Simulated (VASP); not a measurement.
# AlN (Fm-3m) in VASP: notebook, part 2 of 2

VASP 6.6.1. The steps go on from the part before.

**3. Single point, PBE**

The COD entry that gives the cell may itself be a prediction, so a difference from it is no test against experiment.

This run uses another cell than the first one, of 7.33 Å³/atom, 1.021 times its volume.

The input, INCAR:

```
PREC = Accurate
ENCUT = 600
EDIFF = 1E-6
ISMEAR = 0
SIGMA = 0.01
LREAL = False
LASPH = True
NELM = 120
ALGO = Normal
ISIF = 2
LWAVE = False
LCHARG = True
GGA = PE
LELF = True
LVHAR = True
NBANDS = 11
GGA_COMPAT = False
```

The input, KPOINTS:

```
regular mesh
0
Gamma
  8 8 8
```

The input, POSCAR:

```
AlN
1.0
    0.0000000000      1.9423886297      1.9423886297
    1.9423886297      0.0000000000      1.9423886297
    1.9423886297      1.9423886297      0.0000000000
Al N
1 1
Direct
    0.0000000000      0.0000000000      0.0000000000
    0.5000000000      0.5000000000      0.5000000000
```

Potentials or basis: VASP PAW PBE potentials, release 64 (Al, N).

On the command line:

```
cat potpaw_PBE.64/Al/POTCAR potpaw_PBE.64/N/POTCAR > POTCAR
mpirun -np 1 vasp_std > vasp.out
```

OUTCAR:

```text
PREC = Accurate
   ENCUT = 600
   EDIFF = 1E-6
   ISMEAR = 0
   LREAL = False
   LASPH = True
   NELM = 120
   ISIF = 2
   GGA = PE

 ion  position               nearest neighbor table
   1  0.000  0.000  0.000-   2 1.94   2 1.94   2 1.94   2 1.94   2 1.94   2 1.94
   2  0.500  0.500  0.500-   1 1.94   1 1.94   1 1.94   1 1.94   1 1.94   1 1.94

  LATTYP: Found a face centered cubic cell.
 ALAT       =     3.8847772594

  Lattice vectors:

 A1 = (   0.0000000000,   1.9423886297,   1.9423886297)
[... 523 lines left out ...]
------------------------ aborting loop because EDIFF is reached ----------------------------------------

  FORCE on cell =-STRESS in cart. coord.  units (eV):
  Direction    XX          YY          ZZ          XY          YZ          ZX
  --------------------------------------------------------------------------------------
  -------------------------------------------------------------------------------------
  Total        4.2159868      4.2159868      4.2159868      0.0000000     -0.0000000      0.0000000
  in kB      460.8625842    460.8625842    460.8625842      0.0000000     -0.0000000      0.0000000
  external PRESSURE =     460.8625842 kB  Pullay stress =       0.0000000 kB

 VOLUME and BASIS-vectors are now :
 -----------------------------------------------------------------------------
  energy-cutoff  :      600.00
  volume of cell :       14.66
      direct lattice vectors                 reciprocal lattice vectors
     0.000000000  1.942388630  1.942388630    -0.257415016  0.257415016  0.257415016
     1.942388630  0.000000000  1.942388630     0.257415016 -0.257415016  0.257415016
     1.942388630  1.942388630  0.000000000     0.257415016  0.257415016 -0.257415016

 POSITION                                       TOTAL-FORCE (eV/Angst)
 -----------------------------------------------------------------------------------
      0.00000      0.00000      0.00000        -0.000000     -0.000000      0.000000
      1.94239      1.94239      1.94239         0.000000      0.000000      0.000000
 -----------------------------------------------------------------------------------
    total drift:                               -0.000000     -0.000000      0.000000

  FREE ENERGIE OF THE ION-ELECTRON SYSTEM (eV)
  ---------------------------------------------------
  free  energy   TOTEN  =       -14.2642106610 eV

  energy  without entropy=      -14.2642106610  energy(sigma->0) =      -14.26421066
```

stdout:

```text
POSCAR found type information on POSCAR AlN
 POSCAR found :  2 types and       2 ions
 scaLAPACK will be used
 LDA part: xc-table for (Slater+PW92), standard interpolation
 POSCAR, INCAR and KPOINTS ok, starting setup
 FFT: planning ... GRIDC
 FFT: planning ... GRID_SOFT
 FFT: planning ... GRID
 WAVECAR not read
 entering main loop
```

Wall time 3.1 s (1 thread of Intel Xeon Platinum 8559C (Emerald Rapids), shared host); peak memory 0.13 GiB.

Results:

- Free energy: -14.2642 eV
- Pressure: 46.1 GPa
- Band gap on the k mesh: 5.07 eV, indirect (least direct gap 7.52 eV)

A k mesh can miss the band edges.

**4. Single point, PBE**

This run uses another cell than the first one, of 7.48 Å³/atom, 1.043 times its volume.

The input, INCAR:

```
ALGO     = Normal         # electronic algorithm
EDIFF    = 1E-6           # SCF threshold, eV
ENCUT    = 600            # plane-wave cutoff, eV
GGA      = PE             # functional
GGA_COMPAT= False        
ISIF     = 2              # what is computed and relaxed
ISMEAR   = 0              # smearing method
LASPH    = True           # aspherical terms in the spheres
LCHARG   = False          # write CHGCAR
LREAL    = False          # projectors in reciprocal space
LWAVE    = False          # write WAVECAR
NBANDS   = 11             # bands
NELM     = 120            # most SCF steps
PREC     = Accurate       # precision mode
SIGMA    = 0.01           # smearing width, eV
```

The input, KPOINTS:

```
k-points
0
Gamma
  8 8 8
```

The input, POSCAR:

```
AlN
1.0
    0.0000000000      1.9557848367      1.9557848367
    1.9557848367      0.0000000000      1.9557848367
    1.9557848367      1.9557848367      0.0000000000
Al N
1 1
Direct
    0.0000000000      0.0000000000      0.0000000000
    0.5000000000      0.5000000000      0.5000000000
```

Potentials or basis: VASP PAW PBE potentials, release 64 (Al, N).

On the command line:

```
cat potpaw_PBE.64/Al/POTCAR potpaw_PBE.64/N/POTCAR > POTCAR
mpirun -np 1 vasp_std > vasp.out
```

OUTCAR:

```text
EDIFF = 1E-6
   ENCUT = 600
   GGA = PE
   ISIF = 2
   ISMEAR = 0
   LASPH = True
   LREAL = False
   NELM = 120
   PREC = Accurate

 ion  position               nearest neighbor table
   1  0.000  0.000  0.000-   2 1.96   2 1.96   2 1.96   2 1.96   2 1.96   2 1.96
   2  0.500  0.500  0.500-   1 1.96   1 1.96   1 1.96   1 1.96   1 1.96   1 1.96

  LATTYP: Found a face centered cubic cell.
 ALAT       =     3.9115696734

  Lattice vectors:

 A1 = (   0.0000000000,   1.9557848367,   1.9557848367)
[... 523 lines left out ...]
------------------------ aborting loop because EDIFF is reached ----------------------------------------

  FORCE on cell =-STRESS in cart. coord.  units (eV):
  Direction    XX          YY          ZZ          XY          YZ          ZX
  --------------------------------------------------------------------------------------
  -------------------------------------------------------------------------------------
  Total        3.5165226      3.5165226      3.5165226     -0.0000000     -0.0000000      0.0000000
  in kB      376.5570448    376.5570448    376.5570448     -0.0000000     -0.0000000      0.0000000
  external PRESSURE =     376.5570448 kB  Pullay stress =       0.0000000 kB

 VOLUME and BASIS-vectors are now :
 -----------------------------------------------------------------------------
  energy-cutoff  :      600.00
  volume of cell :       14.96
      direct lattice vectors                 reciprocal lattice vectors
     0.000000000  1.955784837  1.955784837    -0.255651844  0.255651844  0.255651844
     1.955784837  0.000000000  1.955784837     0.255651844 -0.255651844  0.255651844
     1.955784837  1.955784837  0.000000000     0.255651844  0.255651844 -0.255651844

 POSITION                                       TOTAL-FORCE (eV/Angst)
 -----------------------------------------------------------------------------------
      0.00000      0.00000      0.00000        -0.000000     -0.000000     -0.000000
      1.95578      1.95578      1.95578         0.000000      0.000000      0.000000
 -----------------------------------------------------------------------------------
    total drift:                               -0.000000     -0.000000      0.000000

  FREE ENERGIE OF THE ION-ELECTRON SYSTEM (eV)
  ---------------------------------------------------
  free  energy   TOTEN  =       -14.3444482501 eV

  energy  without entropy=      -14.3444482501  energy(sigma->0) =      -14.34444825
```

OSZICAR:

```text
N       E                     dE             d eps       ncg     rms          rms(c)
DAV:   1     0.144037854719E+02    0.14404E+02   -0.46757E+03   646   0.729E+02
DAV:   2    -0.153941410554E+02   -0.29798E+02   -0.28820E+02   739   0.165E+02
DAV:   3    -0.161925277708E+02   -0.79839E+00   -0.79730E+00   782   0.254E+01
DAV:   4    -0.161958113610E+02   -0.32836E-02   -0.32834E-02   725   0.169E+00
DAV:   5    -0.161958401489E+02   -0.28788E-04   -0.28788E-04   743   0.150E-01    0.803E+00
DAV:   6    -0.143781726189E+02    0.18177E+01   -0.70656E+00   723   0.155E+01    0.293E+00
DAV:   7    -0.143495169730E+02    0.28656E-01   -0.25140E-01   741   0.353E+00    0.189E+00
DAV:   8    -0.143447374535E+02    0.47795E-02   -0.15014E-02   689   0.116E+00    0.375E-01
DAV:   9    -0.143444036217E+02    0.33383E-03   -0.12307E-03   746   0.237E-01    0.173E-01
DAV:  10    -0.143444569797E+02   -0.53358E-04   -0.16173E-04   707   0.895E-02    0.597E-02
DAV:  11    -0.143444484572E+02    0.85225E-05   -0.28950E-05   749   0.329E-02    0.859E-03
DAV:  12    -0.143444482501E+02    0.20715E-06   -0.92955E-07   399   0.847E-03
   1 F= -.14344448E+02 E0= -.14344448E+02  d E =-.847130E-93
```

stdout:

```text
POSCAR found type information on POSCAR AlN
 POSCAR found :  2 types and       2 ions
 scaLAPACK will be used
 LDA part: xc-table for (Slater+PW92), standard interpolation
 POSCAR, INCAR and KPOINTS ok, starting setup
 FFT: planning ... GRIDC
 FFT: planning ... GRID_SOFT
 FFT: planning ... GRID
 WAVECAR not read
 entering main loop
```

Wall time 2.8 s (1 thread of Intel Xeon Platinum 8559C (Emerald Rapids), shared host); peak memory 0.13 GiB.

What came out:

| Property | Result |
| --- | --- |
| Free energy | -14.3444 eV |
| Pressure | 37.7 GPa |
| Band gap on the k mesh | 5.12 eV, indirect (least direct gap 7.19 eV) |

**5. The runs side by side**

| cell | gap on the mesh (eV) | pressure (GPa) |
| --- | --- | --- |
| a = 2.728 Å, angles 60.0°, 2 atoms | 5.02 | 55.3 |
| a = 2.747 Å, angles 60.0°, 2 atoms | 5.07 | 46.1 |
| a = 2.766 Å, angles 60.0°, 2 atoms | 5.12 | 37.7 |

Alike in all rows: task single point; level PBE; potentials or basis VASP PAW PBE potentials, release 64 (Al, N); no spin polarisation; k mesh 8 × 8 × 8; cutoff (eV) 600; smearing gaussian 0.01 eV.

Absolute energies hang on the potentials; compare differences alone.
